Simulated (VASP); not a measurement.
Here is a VASP 6.6.1 calculation.

INCAR

```
SYSTEM = Pt
  ALGO = Normal
  EDIFF = 1E-6
  EDIFFG = -0.01
  ENCUT = 600
  GGA = RE
  IBRION = 2
  ISIF = 3
  ISMEAR = -1
  LASPH = .TRUE.
  LCHARG = .FALSE.
  LREAL = .FALSE.
  LWAVE = .FALSE.
  NELM = 100
  NSW = 80
  PREC = Accurate
  SIGMA = 0.1
```

The input KPOINTS:

```
k-points
0
G
  5 5 5
  0 0 0
```

Contents of POSCAR:

```
Pt
1.0
    4.9427962708      0.0000000000      0.0000000000
    0.0000000000      4.9427962708      0.0000000000
    0.0000000000      0.0000000000      4.9427962708
Pt
8
Direct
    0.0000000000      0.0000000000      0.0000000000
    0.5000000000      0.5000000000      0.5000000000
    0.2500000000      0.0000000000      0.5000000000
    0.7500000000      0.0000000000      0.5000000000
    0.5000000000      0.2500000000      0.0000000000
    0.5000000000      0.7500000000      0.0000000000
    0.0000000000      0.5000000000      0.2500000000
    0.0000000000      0.5000000000      0.7500000000
```

Potentials or basis: VASP PAW PBE potentials, release 64 (Pt).

Launch:

```console
$ cat potpaw_PBE.64/Pt/POTCAR > POTCAR
$ mpirun -np 1 vasp_std > vasp.out
```

Q: Estimate the relaxed volume.

A: 16.43 Å³/atom.

Q: Estimate the band gap on the k mesh.

A: Zero (band 40 reaches 9.91 eV, above the bottom of band 41 at 9.52 eV).

Final structure:
```
Pt
1.0
     5.08412    0.00000    0.00000
     0.00000    5.08412    0.00000
     0.00000    0.00000    5.08412
Pt
8
Direct
  0.00000 0.00000 0.00000
  0.50000 0.50000 0.50000
  0.25000 0.00000 0.50000
  0.75000 0.00000 0.50000
  0.50000 0.25000 0.00000
  0.50000 0.75000 0.00000
  0.00000 0.50000 0.25000
  0.00000 0.50000 0.75000
```

Caveat: the PAW data sets were made with another functional, which shifts forces and pressure a little; spin-orbit coupling is left out, which moves the levels of the heavy elements.
